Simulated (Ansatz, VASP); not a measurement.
# W: VASP beside Ansatz

File INCAR:

```
  ALGO = Normal
  EDIFF = 1E-6
  ENCUT = 520
  GGA = PS
  ISIF = 2
  ISMEAR = -1
  LASPH = True
  LCHARG = False
  LREAL = False
  LWAVE = False
  NBANDS = 13
  NELM = 80
  PREC = Accurate
  SIGMA = 0.05
```

Contents of KPOINTS:

```
k-points
0
Gamma
  14 14 14
```

File POSCAR:

```
W
1.0
    0.0000000000      2.0232106516      2.0232106516
    2.0232106516      0.0000000000      2.0232106516
    2.0232106516      2.0232106516      0.0000000000
W
1
Direct
    0.0000000000      0.0000000000      0.0000000000
```

Input for Ansatz:

```yaml
crystal:
  lattice:
    - [0.0, 2.0232106516, 2.0232106516]
    - [2.0232106516, 0.0, 2.0232106516]
    - [2.0232106516, 2.0232106516, 0.0]
  atoms:
    - { symbol: W, position: [0.0, 0.0, 0.0] }
kpoints:
  mp_grid: { grid: [14, 14, 14] }
  band_path:
    path:
      - [0.0, 0.0, 0.0]
      - [0.5, 0.0, 0.5]
      - [0.625, 0.25, 0.625]
      - [0.375, 0.375, 0.75]
      - [0.0, 0.0, 0.0]
      - [0.5, 0.5, 0.5]
      - [0.5, 0.25, 0.75]
      - [0.5, 0.0, 0.5]
    npoints: 5
scf:
  occupations: { method: fermi_dirac, width: 0.05 }
hamiltonian:
  xc: pbesol
  pseudopotentials: { kind: all_electron, lapw: { basis_error: 0.001 } }
output:
  forces: true
  stress: true
  eigenvalues: true
```

Change from the starting cell: volume scaled by 0.99.

Alike in both runs: task single point; functional PBEsol; k mesh 14 × 14 × 14; occupations fermi-dirac, width 0.05 eV; no spin polarisation.

```csv
,VASP,Ansatz
version,VASP 6.6.1,Ansatz 0.2.0
potentials or method,"VASP PAW PBE potentials, release 64 (W_sv), cutoff 520 eV","all-electron LAPW, scalar-relativistic"
```

VASP gave:

- pressure (GPa): -9.6

**Question.** What did Ansatz give for the same quantities?

**Answer.** Pressure (GPa): -10.0.

VASP's potentials were made for PBE, not for PBEsol. Ansatz ran all-electron here, and VASP with PAW potentials.

Neither program's run includes spin-orbit coupling.
